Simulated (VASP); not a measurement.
# HW3C4 in VASP: single point with PBEsol

Aim: the single point of HW3C4 with PBEsol.

Program: VASP 6.6.1. These are calculated values, not measurements. Logs are shortened: lines on timing, memory, paths and dates and some standing lists are left out, and cuts for length are marked.

### 1 The cell of the first run

The cell holds a slab with vacuum, 8 atoms: a = 2.898 Å, b = 2.898 Å, c = 27.169 Å, α = 90.00°, β = 90.00°, γ = 120.00°.

### 2 Single point, PBEsol

Contents of INCAR:

```
SYSTEM = HW3C4
ALGO = Normal
DIPOL = 0.5 0.5 0.493
EDIFF = 1E-7
ENCUT = 520
GGA = PS
IDIPOL = 3
ISIF = 2
ISMEAR = 0
LASPH = .TRUE.
LCHARG = .FALSE.
LDIPOL = .TRUE.
LREAL = .FALSE.
LWAVE = .FALSE.
NBANDS = 40
NELM = 100
PREC = Accurate
SIGMA = 0.1
```

Contents of KPOINTS:

```
k-points
0
G
  12 12 1
  0 0 0
```

Contents of POSCAR:

```
HW3C4
1.0
    2.8984136668      0.0000000000      0.0000000000
   -1.4492068334      2.5100998662      0.0000000000
    0.0000000000      0.0000000000     27.1690297583
C W H
4 3 1
Direct
    0.6666666667      0.3333333333      0.3128562218
    0.6666666667      0.3333333333      0.4169310426
    0.6666666667      0.3333333333      0.5207261939
    0.3333333333      0.6666666667      0.6216256886
    0.0000000000      0.0000000000      0.3648936322
    0.0000000000      0.0000000000      0.4691388457
    0.0000000000      0.0000000000      0.5742279034
    0.3333333333      0.6666666667      0.6619913731
```

Potentials or basis: VASP PAW PBE potentials, release 64 (C, W_sv, H).

Run with:

```
> cat potpaw_PBE.64/C/POTCAR potpaw_PBE.64/W_sv/POTCAR potpaw_PBE.64/H/POTCAR > POTCAR
> mpirun -np 1 vasp_std > vasp.out
```

OUTCAR:

```text
SYSTEM = HW3C4
   EDIFF = 1E-7
   ENCUT = 520
   GGA = PS
   ISIF = 2
   ISMEAR = 0
   LASPH = .TRUE.
   LREAL = .FALSE.
   NELM = 100
   PREC = Accurate

 ion  position               nearest neighbor table
   1  0.667  0.333  0.313-   5 2.19   5 2.19   5 2.19
   2  0.667  0.333  0.417-   5 2.19   5 2.19   5 2.19   6 2.19   6 2.19   6 2.19
   3  0.667  0.333  0.521-   6 2.18   6 2.18   6 2.18   7 2.22   7 2.22   7 2.22
   4  0.333  0.667  0.622-   8 1.10   7 2.11   7 2.11   7 2.11
   5  0.000  0.000  0.365-   2 2.19   1 2.19   2 2.19   1 2.19   2 2.19   1 2.19   6 2.83
   6  0.000  0.000  0.469-   3 2.18   3 2.18   3 2.18   2 2.19   2 2.19   2 2.19   5 2.83   7 2.86

   7  0.000  0.000  0.574-   4 2.11   4 2.11   4 2.11   3 2.22   3 2.22   3 2.22   6 2.86
   8  0.333  0.667  0.662-   4 1.10

  LATTYP: Found a hexagonal cell.
 ALAT       =     2.8984136668
 C/A-ratio  =     9.3737585044

  Lattice vectors:

 A1 = (   2.8984136668,   0.0000000000,   0.0000000000)
 A2 = (  -1.4492068334,   2.5100998662,   0.0000000000)
 A3 = (   0.0000000000,   0.0000000000,  27.1690297583)

Analysis of symmetry for initial positions (statically):
=====================================================================
 Subroutine PRICEL returns:
 Original cell was already a primitive cell.

 Routine SETGRP: Setting up the symmetry group for a
 hexagonal supercell.

 Subroutine GETGRP returns: Found  6 space group operations
 (whereof  6 operations were pure point group operations)
 out of a pool of 24 trial point group operations.

The static configuration has the point symmetry C_3v.

Analysis of symmetry for dynamics (positions and initial velocities):
=====================================================================
 Subroutine PRICEL returns:
 Original cell was already a primitive cell.

 Routine SETGRP: Setting up the symmetry group for a
 hexagonal supercell.

 Subroutine GETGRP returns: Found  6 space group operations
 (whereof  6 operations were pure point group operations)
 out of a pool of 24 trial point group operations.

The dynamic configuration has the point symmetry C_3v.

 Subroutine INISYM returns: Found  6 space group operations
 (whereof  6 operations are pure point group operations),
 and found     1 'primitive' translations

----------------------------------------------------------------------------------------

                                     Primitive cell

  volume of cell :     197.6631

  direct lattice vectors                    reciprocal lattice vectors
     2.898413667  0.000000000  0.000000000     0.345016314  0.199195262  0.000000000
    -1.449206833  2.510099866  0.000000000     0.000000000  0.398390524  0.000000000
     0.000000000  0.000000000 27.169029758     0.000000000  0.000000000  0.036806614

  length of vectors
     2.898413667  2.898413667 27.169029758     0.398390524  0.398390524  0.036806614

  position of ions in fractional coordinates (direct lattice)
     0.666666667  0.333333333  0.312856222
     0.666666667  0.333333333  0.416931043
     0.666666667  0.333333333  0.520726194
     0.333333333  0.666666667  0.621625689
     0.000000000  0.000000000  0.364893632
     0.000000000  0.000000000  0.469138846
     0.000000000  0.000000000  0.574227903
     0.333333333  0.666666667  0.661991373

  ion indices of the primitive-cell ions
   primitive index   ion index
                 1           1
                 2           2
                 3           3
                 4           4
                 5           5
                 6           6
                 7           7
                 8           8

----------------------------------------------------------------------------------------

 KPOINTS: k-points

Automatic generation of k-mesh.
 Grid dimensions read from file:
 generate k-points for:   12   12    1

 Generating k-lattice:

  Cartesian coordinates                     Fractional coordinates (reciprocal lattice)
     0.028751360  0.016599605  0.000000000     0.083333333  0.000000000  0.000000000
     0.000000000  0.033199210  0.000000000     0.000000000  0.083333333  0.000000000
     0.000000000  0.000000000  0.036806614     0.000000000  0.000000000  1.000000000

  Length of vectors
     0.033199210  0.033199210  0.036806614

  Shift w.r.t. Gamma in fractional coordinates (k-lattice)
     0.000000000  0.000000000  0.000000000

 Subroutine IBZKPT returns following result:
 ===========================================

 Found     19 irreducible k-points:

 Following reciprocal coordinates:
            Coordinates               Weight
  0.000000  0.000000  0.000000      1.000000
  0.083333  0.000000  0.000000      6.000000
  0.166667  0.000000  0.000000      6.000000
  0.250000  0.000000  0.000000      6.000000
  0.333333  0.000000  0.000000      6.000000
  0.416667  0.000000  0.000000      6.000000
[... 11 lines left out ...]
  0.333333  0.250000  0.000000     12.000000
  0.333333  0.333333  0.000000      2.000000
   k-points           NKPTS =     19   k-points in BZ     NKDIM =     19   number of bands    NBANDS=     40
   number of dos      NEDOS =    301   number of ions     NIONS =      8
   total plane-waves  NPLWV = 120960
   dimension x,y,z NGX =    24 NGY =   24 NGZ =  210
   dimension x,y,z NGXF=    48 NGYF=   48 NGZF=  420
   ions per type =               4   3   1
   NGX,Y,Z   is equivalent  to a cutoff of  13.77, 13.77, 12.85 a.u.
   NGXF,Y,Z  is equivalent  to a cutoff of  27.53, 27.53, 25.70 a.u.
 SYSTEM =  HW3C4
   PREC   = accura    normal or accurate (medium, high low for compatibility)
   ISTART =      0    job   : 0-new  1-cont  2-samecut
   ICHARG =      2    charge: 1-file 2-atom 10-const
   ISPIN  =      1    spin polarized calculation?
   LNONCOLLINEAR =      F non collinear calculations
   LSORBIT =      F    spin-orbit coupling
   LASPH  =      T    aspherical Exc in radial PAW
   ENCUT  =  520.0 eV  38.22 Ry    6.18 a.u.   5.39  5.39 50.52*2*pi/ulx,y,z
   NELM   =    100;   NELMIN=  2; NELMDL= -5     # of ELM steps
   EDIFF  = 0.1E-06   stopping-criterion for ELM
   LREAL  =      F    real-space projection
   EDIFFG = 0.1E-05   stopping-criterion for IOM
   NSW    =      0    number of steps for IOM
   IBRION =     -1    ionic relax: 0-MD 1-quasi-New 2-CG
   NFREE  =      0    steps in history (QN), initial steepest desc. (CG)
   ISIF   =      2    stress and relaxation
   ISYM   =      2    0-nonsym 1-usesym 2-fastsym
   POTIM  = 0.5000    time-step for ionic-motion
   TEBEG  =    0.0;   TEEND  =   0.0 temperature during run
   PSTRESS=    0.0 pullay stress
   NELECT =      59.0000    total number of electrons
   NUPDOWN=      -1.0000    fix difference up-down
   EMIN   =  10.00;   EMAX   =-10.00  energy-range for DOS
   EFERMI =   0.00;   METHOD = LEGACY
   ISMEAR =     0;   SIGMA  =   0.10  broadening in eV -4-tet -1-fermi 0-gaus
   EFERMI_NEDOS =   21; number of points for ismear=-14 and -15
   IALGO  =     38    algorithm
   IMIX   =      4    mixing-type and parameters
     AMIX     =   0.40;   BMIX     =  1.00
     AMIX_MAG =   1.60;   BMIX_MAG =  1.00
  volume/ion in A,a.u.               =      24.71       166.74
  Fermi-wavevector in a.u.,A,eV,Ry     =   1.094083  2.067517 16.286418  1.197018
  Thomas-Fermi vector in A             =   2.230381
   LORBIT       =      0    0 simple, 1 ext, 2 COOP (PROOUT), +10 PAW based schemes
   GGA     = PS    functional components
   LHFCALC =     F    Hartree Fock is set to
   AEXX    =    0.0000 exact exchange contribution
   IVDW    =     0    specifies the selected vdW correction
   LEPSILON=     F    determine dielectric tensor
   LRPA    =     F    only Hartree local field effects (RPA)
 non-spin polarized calculation
 Gauss-broadening in eV      SIGMA  =   0.10
  energy-cutoff  :      520.00
  volume of cell :      197.66
 maximum number of plane-waves:      5429
 NGX is ok and might be reduce to    24
   NGX = 11   NGY = 11   NGZ =101

 dipolmoment           0.000000      0.000000      0.561907 electrons x Angstroem

 number of electron      59.0000001 magnetization

 dipolmoment           0.000000      0.000000     -0.077355 electrons x Angstroem

 Free energy of the ion-electron system (eV)
  ---------------------------------------------------
  ext. energy  EPLUGINS =         0.00000000
  ---------------------------------------------------
  free energy    TOTEN  =       -79.08457572 eV

  energy without entropy =      -79.06588340  energy(sigma->0) =      -79.07522956

 E-fermi :   0.2345     XC(G=0):  -5.6473

 val. band max:        0.2301506821   @ k =   0.1667   0.0833   0.0000
 cond. band min:       0.2539811777   @ k =   0.2500   0.1667   0.0000
 fundamental gap:      0.0238304956
 Fermi energy:         0.2345265383

 k-point     1 :       0.0000    0.0000    0.0000
  band No.  band energies     occupation
      1     -73.6309      2.00000
      2     -73.5926      2.00000
      3     -73.4376      2.00000
      4     -38.1884      2.00000
      5     -37.8320      2.00000
      6     -37.6233      2.00000
[... 32 lines left out ...]
     39       5.2914      0.00000
     40       5.5009      0.00000

 k-point     2 :       0.0833    0.0000    0.0000
  band No.  band energies     occupation
      1     -73.6267      2.00000
      2     -73.5885      2.00000
      3     -73.4336      2.00000
      4     -38.1772      2.00000
      5     -37.8222      2.00000
      6     -37.6544      2.00000
[... 32 lines left out ...]
     39       5.4139      0.00000
     40       5.5027      0.00000

 k-point     3 :       0.1667    0.0000    0.0000
  band No.  band energies     occupation
      1     -73.6154      2.00000
      2     -73.5775      2.00000
      3     -73.4225      2.00000
      4     -38.1463      2.00000
      5     -37.8150      2.00000
      6     -37.7957      2.00000
[... 32 lines left out ...]
     39       5.4772      0.00000
     40       5.7102      0.00000

 k-point     4 :       0.2500    0.0000    0.0000
  band No.  band energies     occupation
      1     -73.5999      2.00000
      2     -73.5623      2.00000
      3     -73.4073      2.00000
      4     -38.1042      2.00000
      5     -38.0277      2.00000
      6     -37.9035      2.00000
[... 32 lines left out ...]
     39       5.8136      0.00000
     40       5.9074      0.00000
[... 557 lines left out ...]
     39       6.6477      0.00000
     40       6.7099      0.00000

 k-point    18 :       0.3333    0.2500    0.0000
  band No.  band energies     occupation
      1     -73.5632      2.00000
      2     -73.5263      2.00000
      3     -73.3712      2.00000
      4     -38.2883      2.00000
      5     -38.1602      2.00000
      6     -38.0466      2.00000
[... 32 lines left out ...]
     39       6.8194      0.00000
     40       7.1774      0.00000

 k-point    19 :       0.3333    0.3333    0.0000
  band No.  band energies     occupation
      1     -73.5611      2.00000
      2     -73.5243      2.00000
      3     -73.3692      2.00000
      4     -38.1918      2.00000
      5     -38.1803      2.00000
      6     -38.0836      2.00000
[... 32 lines left out ...]
     39       7.1137      0.00000
     40       7.4899      0.00000

------------------------ aborting loop because EDIFF is reached ----------------------------------------

 vacuum level on the upper side and lower side of the slab       (xc-potential included)        -1.002         0.899

  FORCE on cell =-STRESS in cart. coord.  units (eV):
  Direction    XX          YY          ZZ          XY          YZ          ZX
  --------------------------------------------------------------------------------------
  -------------------------------------------------------------------------------------
  Total        1.4289519      1.4289519     -4.4263406     -0.0000000      0.0000000      0.0000000
  in kB       11.5825106     11.5825106    -35.8781393     -0.0000000      0.0000000      0.0000000
  external PRESSURE =      -4.2377060 kB  Pullay stress =       0.0000000 kB

 VOLUME and BASIS-vectors are now :
 -----------------------------------------------------------------------------
  energy-cutoff  :      520.00
  volume of cell :      197.66
      direct lattice vectors                 reciprocal lattice vectors
     2.898413667  0.000000000  0.000000000     0.345016314  0.199195262  0.000000000
    -1.449206833  2.510099866  0.000000000     0.000000000  0.398390524  0.000000000
     0.000000000  0.000000000 27.169029758     0.000000000  0.000000000  0.036806614

 POSITION                                       TOTAL-FORCE (eV/Angst)
 -----------------------------------------------------------------------------------
      1.44921      0.83670      8.50000        -0.000000      0.000000      4.370594
      1.44921      0.83670     11.32761         0.000000      0.000000      0.905256
      1.44921      0.83670     14.14763        -0.000000     -0.000000      0.015858
     -0.00000      1.67340     16.88897        -0.000000      0.000000      0.024307
      0.00000      0.00000      9.91381         0.000000      0.000000     -5.356143
      0.00000      0.00000     12.74605        -0.000000      0.000000     -0.000136
      0.00000      0.00000     15.60121        -0.000000      0.000000      0.014092
     -0.00000      1.67340     17.98566        -0.000000     -0.000000      0.026172
 -----------------------------------------------------------------------------------
    total drift:                               -0.000000      0.000000     -0.000536

  FREE ENERGIE OF THE ION-ELECTRON SYSTEM (eV)
  ---------------------------------------------------
  free  energy   TOTEN  =       -79.0845757191 eV

  energy  without entropy=      -79.0658834021  energy(sigma->0) =      -79.07522956

 vacuum level on the upper side and lower side of the slab         4.628         6.558
```

It took 2.7 min on 1 thread of Intel Xeon 6975P-C (Granite Rapids), shared host; peak memory 0.41 GiB.

What came out:

```yaml
Free_energy: -79.0846 eV
Largest_force: 5.356 eV/Å
```

Forces on the atoms (eV/Å):
```
C    0.000  0.000  4.371
C    0.000  0.000  0.905
C    0.000  0.000  0.016
C    0.000  0.000  0.024
W    0.000  0.000 -5.356
W    0.000  0.000  0.000
W    0.000  0.000  0.014
H    0.000  0.000  0.026
```

Caveat: the PAW data sets were made with another functional, which shifts forces and pressure a little; spin-orbit coupling is left out, which moves the levels of the heavy elements.
